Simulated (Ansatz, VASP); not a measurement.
**One calculation of Ta, two programs**

```
CELL_PARAMETERS angstrom
-1.66763 1.66763 1.66763
1.66763 -1.66763 1.66763
1.66763 1.66763 -1.66763
ATOMIC_POSITIONS crystal
Ta 0.00000 0.00000 0.00000
```

Change from the starting cell: volume scaled by 1.03.

Alike in both runs: task single point; functional PBEsol; k mesh 17 × 17 × 17; occupations fermi-dirac, width 0.08 eV; no spin polarisation.

|  | VASP | Ansatz |
| --- | --- | --- |
| version | VASP 6.6.1 | Ansatz 0.2.0 |
| potentials or method | VASP PAW PBE potentials, release 64 (Ta_pv), cutoff 520 eV | all-electron LAPW, scalar-relativistic |

Ansatz gave:

| Quantity | Value |
| --- | --- |
| pressure (GPa) | -9.2 |

Q: Estimate VASP's values.

A: Pressure (GPa): -9.1.

VASP's potentials were made for PBE, not for PBEsol. Ansatz ran all-electron here, and VASP with PAW potentials.

Neither program's run includes spin-orbit coupling.
